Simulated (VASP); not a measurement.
# Al6GaAs8 (a cell with a defect) in VASP: further runs, part 3 of 3

VASP 6.6.1.

### 6 Single point, PBEsol

INCAR reads:

```
SYSTEM = Al6GaAs8
PREC     = Accurate       ! precision mode
ENCUT    = 520            ! plane-wave cutoff, eV
EDIFF    = 1E-6           ! SCF threshold, eV
ISMEAR   = 0              ! smearing method
SIGMA    = 0.02           ! smearing width, eV
LREAL    = Auto         
LASPH    = .TRUE.         ! aspherical terms in the spheres
NELM     = 80             ! most SCF steps
ALGO     = Normal         ! electronic algorithm
ISIF     = 2              ! what is computed and relaxed
LWAVE    = .FALSE.        ! write WAVECAR
LCHARG   = .FALSE.        ! write CHGCAR
GGA      = PS             ! functional
NBANDS   = 48             ! bands
```

KPOINTS reads:

```
regular mesh
0
G
  2 2 2
  0 0 0
```

POSCAR reads:

```
Al6GaAs8
1.0
    0.0000000000      5.6758016010     -5.6758016010
    5.6758016010      5.6758016010      0.0000000000
    5.6758016010      0.0000000000     -5.6758016010
Ga Al As
1 6 8
Direct
    0.5037306976     -0.5037306976      0.5037306976
    0.0032755726     -0.0012816692      0.4971622862
    0.0032755726      0.5008437045      0.4971622862
    0.4971622862     -0.0012816692      0.0032755726
    0.4971622862      0.5008437045      0.0032755726
   -0.0037868660      0.0037868660     -0.0037868660
   -0.0003000457      0.5003000809     -0.0003000457
    0.1228806165      0.1254272172      0.1228806165
    0.1228806165      0.6288114439      0.1228806165
    0.6184841802      0.1251147503      0.1312862134
    0.6243726876      0.6236772792      0.1282727183
    0.1312862134      0.1251147503      0.6184841802
    0.1282727183      0.6236772792      0.6243726876
    0.6256517140      0.1197180676      0.6256517140
    0.6256517140      0.6289786449      0.6256517140
```

Potentials or basis: VASP PAW PBE potentials, release 64 (Ga_d, Al, As).

Run with:

```
$ cat potpaw_PBE.64/Ga_d/POTCAR potpaw_PBE.64/Al/POTCAR potpaw_PBE.64/As/POTCAR > POTCAR
$ mpirun -np 1 vasp_std > vasp.out
```

OUTCAR:

```text
SYSTEM = Al6GaAs8
   PREC = Accurate
   ENCUT = 520
   EDIFF = 1E-6
   ISMEAR = 0
   LREAL = Auto
   LASPH = .TRUE.
   NELM = 80
   ISIF = 2
   GGA = PS

 ion  position               nearest neighbor table
   1  0.504  0.496  0.504-  11 2.46  13 2.46  14 2.47  15 2.47
   2  0.003  0.999  0.497-   8 2.45  13 2.46  12 2.46  14 2.48
   3  0.003  0.501  0.497-   9 2.45  13 2.46  12 2.46  15 2.48
   4  0.497  0.999  0.003-   8 2.45  11 2.46  10 2.46  14 2.48
   5  0.497  0.501  0.003-   9 2.45  11 2.46  10 2.46  15 2.48
   6  0.996  0.004  0.996-   8 2.46   9 2.46  10 2.48  12 2.48
   7  1.000  0.500  1.000-   9 2.46   8 2.46  11 2.46  13 2.46
   8  0.123  0.125  0.123-   2 2.45   4 2.45   7 2.46   6 2.46
   9  0.123  0.629  0.123-   3 2.45   5 2.45   7 2.46   6 2.46
  10  0.618  0.125  0.131-   5 2.46   4 2.46   6 2.48
  11  0.624  0.624  0.128-   4 2.46   5 2.46   7 2.46   1 2.46
  12  0.131  0.125  0.618-   3 2.46   2 2.46   6 2.48
  13  0.128  0.624  0.624-   2 2.46   3 2.46   7 2.46   1 2.46
  14  0.626  0.120  0.626-   1 2.47   2 2.48   4 2.48
  15  0.626  0.629  0.626-   1 2.47   3 2.48   5 2.48

  LATTYP: Found a face centered cubic cell.
 ALAT       =    11.3516032020

  Lattice vectors:

 A1 = (   0.0000000000,   5.6758016010,  -5.6758016010)
 A2 = (   5.6758016010,   5.6758016010,   0.0000000000)
 A3 = (   5.6758016010,   0.0000000000,  -5.6758016010)

Analysis of symmetry for initial positions (statically):
=====================================================================
 Subroutine PRICEL returns:
 Original cell was already a primitive cell.

 Routine SETGRP: Setting up the symmetry group for a
 face centered cubic supercell.

 Subroutine GETGRP returns: Found  4 space group operations
 (whereof  4 operations were pure point group operations)
 out of a pool of 48 trial point group operations.

[... 152 lines left out ...]
 Gauss-broadening in eV      SIGMA  =   0.02
  energy-cutoff  :      520.00
  volume of cell :      365.69
 maximum number of plane-waves:      9864
 NGX is ok and might be reduce to    60
   NGX = 29   NGY = 29   NGZ = 29

 number of electron      71.0000001 magnetization

 Free energy of the ion-electron system (eV)
  ---------------------------------------------------
  ext. energy  EPLUGINS =         0.00000000
  ---------------------------------------------------
  free energy    TOTEN  =       -71.08238366 eV

  energy without entropy =      -71.07956111  energy(sigma->0) =      -71.08097238

 E-fermi :   3.3480     XC(G=0):  -9.0147

 val. band max:        3.3479916418   @ k =   0.5000   0.5000   0.0000
 cond. band min:       3.5116730036   @ k =   0.0000   0.5000   0.0000
 fundamental gap:      0.1636813618
 Fermi energy:         3.3479936801

 k-point     1 :       0.0000    0.0000    0.0000
  band No.  band energies     occupation
      1     -11.3121      2.00000
      2     -11.3044      2.00000
      3     -11.2988      2.00000
      4     -11.2351      2.00000
      5     -11.2193      2.00000
      6      -8.6397      2.00000
[... 239 lines left out ...]
     46       7.6722      0.00000
     47       7.7519      0.00000
 [bands above 47 left out]

------------------------ aborting loop because EDIFF is reached ----------------------------------------

  FORCE on cell =-STRESS in cart. coord.  units (eV):
  Direction    XX          YY          ZZ          XY          YZ          ZX
  --------------------------------------------------------------------------------------
  -------------------------------------------------------------------------------------
  Total       -2.4342098     -2.4342098     -2.9249199      0.0782180      0.0000000      0.0000000
  in kB      -10.6649045    -10.6649045    -12.8148326      0.3426932      0.0000000      0.0000000
  external PRESSURE =     -11.3815472 kB  Pullay stress =       0.0000000 kB

 VOLUME and BASIS-vectors are now :
 -----------------------------------------------------------------------------
  energy-cutoff  :      520.00
  volume of cell :      365.69
      direct lattice vectors                 reciprocal lattice vectors
     0.000000000  5.675801601 -5.675801601    -0.088093284  0.088093284 -0.088093284
     5.675801601  5.675801601  0.000000000     0.088093284  0.088093284  0.088093284
     5.675801601  0.000000000 -5.675801601     0.088093284 -0.088093284 -0.088093284

 POSITION                                       TOTAL-FORCE (eV/Angst)
 -----------------------------------------------------------------------------------
      5.67580      5.67580     -5.71815        -0.000000      0.000000     -0.014475
      8.49032      5.68712     -2.84039         0.003913      0.001316      0.014016
      5.66448      2.86128     -2.84039        -0.001316     -0.003913      0.014016
      5.68712      8.49032     -2.84039         0.001316      0.003913      0.014016
      2.86128      5.66448     -2.84039        -0.003913     -0.001316      0.014016
      5.67580      5.67580    -11.30862        -0.000000      0.000000     -0.010844
      8.51370      8.51370    -11.34820        -0.000000      0.000000     -0.015137
      1.40935      1.40935     -1.39489        -0.000465     -0.000465      0.001474
      4.26645      4.26645     -1.39489         0.000465      0.000465      0.001474
      1.45528      4.22052     -4.25555         0.005311     -0.005311     -0.017131
      4.26792      7.08368     -4.27187         0.002851     -0.002851     -0.001024
      4.22052      1.45528     -4.25555        -0.005311      0.005311     -0.017131
      7.08368      4.26792     -4.27187        -0.002851      0.002851     -0.001024
      4.23057      4.23057     -7.10215         0.003680      0.003680      0.008877
      7.12103      7.12103     -7.10215        -0.003680     -0.003680      0.008877
 -----------------------------------------------------------------------------------
    total drift:                                0.000141      0.000141     -0.020678

  FREE ENERGIE OF THE ION-ELECTRON SYSTEM (eV)
  ---------------------------------------------------
  free  energy   TOTEN  =       -71.0823836579 eV

  energy  without entropy=      -71.0795611063  energy(sigma->0) =      -71.08097238
```

OSZICAR:

```text
N       E                     dE             d eps       ncg     rms          rms(c)
DAV:   1     0.357712425506E+03    0.35771E+03   -0.26849E+04   480   0.130E+03
DAV:   2    -0.233840557496E+02   -0.38110E+03   -0.36266E+03   552   0.249E+02
DAV:   3    -0.705444741170E+02   -0.47160E+02   -0.45934E+02   560   0.911E+01
DAV:   4    -0.726660669339E+02   -0.21216E+01   -0.20937E+01   584   0.204E+01
DAV:   5    -0.727317325102E+02   -0.65666E-01   -0.65611E-01   632   0.356E+00    0.842E+00
DAV:   6    -0.713798128913E+02    0.13519E+01   -0.18664E+00   632   0.774E+00    0.475E+00
DAV:   7    -0.710917244945E+02    0.28809E+00   -0.14935E+00   560   0.363E+00    0.143E+00
DAV:   8    -0.710807094098E+02    0.11015E-01   -0.13574E-01   584   0.208E+00    0.564E-01
DAV:   9    -0.710822126050E+02   -0.15032E-02   -0.18317E-02   632   0.619E-01    0.172E-01
DAV:  10    -0.710821595952E+02    0.53010E-04   -0.14970E-03   640   0.178E-01    0.810E-02
DAV:  11    -0.710823707462E+02   -0.21115E-03   -0.58910E-04   576   0.945E-02    0.236E-02
DAV:  12    -0.710823766683E+02   -0.59221E-05   -0.43320E-05   632   0.282E-02    0.112E-02
DAV:  13    -0.710823834578E+02   -0.67896E-05   -0.19232E-05   576   0.148E-02    0.490E-03
DAV:  14    -0.710823836579E+02   -0.20003E-06   -0.53440E-07   360   0.389E-03
   1 F= -.71082384E+02 E0= -.71080972E+02  d E =-.282255E-02
```

Run time: 68 s. Hardware: 1 thread of Intel Xeon 6975P-C (Granite Rapids), shared host; peak memory 0.48 GiB.

Results:

* Free energy: -71.0824 eV
* Pressure: -1.1 GPa
* Largest force: 0.019 eV/Å
* Band gap on the k mesh: zero (an odd number of electrons rules out a gap without spin polarisation)

Forces in eV/Å, atoms in the order of the input:
```
Ga   0.000  0.000 -0.014
Al   0.004  0.001  0.014
Al  -0.001 -0.004  0.014
Al   0.001  0.004  0.014
Al  -0.004 -0.001  0.014
Al   0.000  0.000 -0.011
Al   0.000  0.000 -0.015
As   0.000  0.000  0.001
As   0.000  0.000  0.001
As   0.005 -0.005 -0.017
As   0.003 -0.003 -0.001
As  -0.005  0.005 -0.017
As  -0.003  0.003 -0.001
As   0.004  0.004  0.009
As  -0.004 -0.004  0.009
```

Caveat: the k points lie up to 0.48 Å⁻¹ apart, too coarse for converged energies and pressures of a metal; the PAW data sets were made with another functional, which shifts forces and pressure a little.

### 7 Single point, PBEsol, collinear spin (atoms taken out, then relaxed in part)

INCAR reads:

```
PREC     = Accurate       # precision mode
ENCUT    = 520            # plane-wave cutoff, eV
EDIFF    = 1E-7           # SCF threshold, eV
ISMEAR   = 0              # smearing method
SIGMA    = 0.02           # smearing width, eV
LREAL    = Auto         
LASPH    = T              # aspherical terms in the spheres
NELM     = 150            # most SCF steps
ALGO     = Normal         # electronic algorithm
ISIF     = 2              # what is computed and relaxed
LWAVE    = F              # write WAVECAR
LCHARG   = F              # write CHGCAR
ISPIN    = 2              # spin polarisation
MAGMOM   = 1 0 0 0 0 0 0 0 0 0 0 0 0 0 0 # initial moments
LORBIT   = 11             # projections on sites
GGA      = PS             # functional
NBANDS   = 52             # bands
```

KPOINTS reads:

```
regular mesh
0
Gamma
  2 2 2
```

POSCAR reads:

```
Al6GaAs8
1.0
    0.0000000000      5.6758016010     -5.6758016010
    5.6758016010      5.6758016010      0.0000000000
    5.6758016010      0.0000000000     -5.6758016010
Ga Al As
1 6 8
Direct
    0.5035677283     -0.0035677283      0.5035677283
    0.0031879880      0.0007646016      0.4972530114
    0.0031879880      0.4987943990      0.4972530114
    0.4972530114      0.0007646016      0.0031879880
    0.4972530114      0.4987943990      0.0031879880
   -0.0002970826      0.0002970826     -0.0002970826
   -0.0036225611      0.5036225611     -0.0036225611
    0.1229608125      0.1286588647      0.1229608125
    0.1229608125      0.6254195103      0.1229608125
    0.6243778105      0.1237514735      0.1281192425
    0.6186917492      0.6250401179      0.1312280149
    0.1281192425      0.1237514735      0.6243778105
    0.1312280149      0.6250401179      0.6186917492
    0.6255657373      0.1289686605      0.6255657373
    0.6255657373      0.6198998648      0.6255657373
```

Run with:

```
$ cat potpaw_PBE.64/Ga_d/POTCAR potpaw_PBE.64/Al/POTCAR potpaw_PBE.64/As/POTCAR > POTCAR
$ mpirun -np 1 vasp_std > vasp.out
```

Run time: 2.8 min. Hardware: 1 thread of Intel Xeon 6975P-C (Granite Rapids), shared host; peak memory 0.69 GiB.

It converged, with:

| Quantity | Value |
| --- | --- |
| Free energy | -71.0851 eV |
| Pressure | -1.1 GPa |
| Largest force | 0.018 eV/Å |
| Net moment | 0.25 μB per cell |
| Site moments | Ga +0.00; Al +0.00; As +0.00, +0.03 (each value once) μB |
| Valence electrons inside the program's atomic spheres | Ga 11.64; Al 0.77, 0.76 (each value once); As 2.91, 2.88, 2.78, 2.76 (each value once) |

Forces in eV/Å, atoms in the order of the input:
```
Ga   0.000  0.000 -0.015
Al  -0.002 -0.003  0.014
Al   0.003  0.002  0.014
Al  -0.003 -0.002  0.014
Al   0.002  0.003  0.014
Al   0.000  0.000 -0.016
Al   0.000  0.000 -0.011
As   0.000  0.000  0.003
As   0.000  0.000  0.003
As   0.003 -0.003 -0.003
As   0.007 -0.007 -0.015
As  -0.003  0.003 -0.003
As  -0.007  0.007 -0.015
As  -0.003 -0.003  0.010
As   0.003  0.003  0.010
```

Stress tensor (GPa, compression positive):
```
-1.06  0.03  0.00
 0.03 -1.06  0.00
 0.00  0.00 -1.28
```

Levels at points of the mesh, in eV from the Fermi level:
Spin up:
```
           k point  band 32  band 33  band 34  band 35  band 36  band 37  band 38  band 39
(0.00, 0.00, 0.00)    -0.54    -0.53    -0.49     0.35     0.36     0.38     1.09     1.40
(0.50, 0.00, 0.00)    -1.30    -1.26    -0.68    -0.67     0.15     0.15     2.01     2.25
(0.00, 0.50, 0.00)    -1.29    -1.24    -0.63    -0.63     0.13     0.14     1.89     2.30
(0.50, 0.50, 0.00)    -1.39    -1.36    -1.09    -1.04    -0.14    -0.05     2.41     2.43
(0.50, 0.00, 0.50)    -1.39    -1.36    -1.08    -1.08    -0.10    -0.09     2.34     2.53
```
Spin down:
| k point | band 32 | band 33 | band 34 | band 35 | band 36 | band 37 | band 38 | band 39 |
| --- | --- | --- | --- | --- | --- | --- | --- | --- |
| (0.00, 0.00, 0.00) | -0.53 | -0.52 | -0.47 | 0.40 | 0.41 | 0.47 | 1.10 | 1.40 |
| (0.50, 0.00, 0.00) | -1.27 | -1.20 | -0.67 | -0.66 | 0.21 | 0.22 | 2.01 | 2.25 |
| (0.00, 0.50, 0.00) | -1.27 | -1.18 | -0.62 | -0.62 | 0.18 | 0.21 | 1.89 | 2.30 |
| (0.50, 0.50, 0.00) | -1.38 | -1.36 | -1.08 | -1.03 | -0.08 | 0.03 | 2.41 | 2.43 |
| (0.50, 0.00, 0.50) | -1.39 | -1.36 | -1.07 | -1.06 | -0.05 | -0.03 | 2.35 | 2.53 |

Caveat: the k points lie up to 0.48 Å⁻¹ apart; the cell differs from its parent crystal (atoms taken out, then relaxed in part); the PAW data sets were made with another functional, which shifts forces and pressure a little.

### 8 The runs side by side

```csv
spin,cell,gap on the mesh (eV),pressure (GPa),largest force (eV/Å)
off,"as given, atomic positions A",none,-0.9,0.06
off,"as given, atomic positions B",none,-1.5,0.06
off,"as given, atomic positions C",none,-0.9,0.20
off,"as given, atomic positions D",none,-1.1,0.02
collinear,"as given, atomic positions D",none,-1.1,0.02
```

Alike in all rows: task single point; level PBEsol; potentials or basis VASP PAW PBE potentials, release 64 (Ga_d, Al, As); k mesh 2 × 2 × 2; cutoff (eV) 520; smearing gaussian 0.02 eV.

Caveats: all runs use coarse meshes; the PAW data sets were made with another functional, which shifts forces and pressure a little.

Total energies depend on the potentials used, so only differences within one code and one set of settings carry meaning.
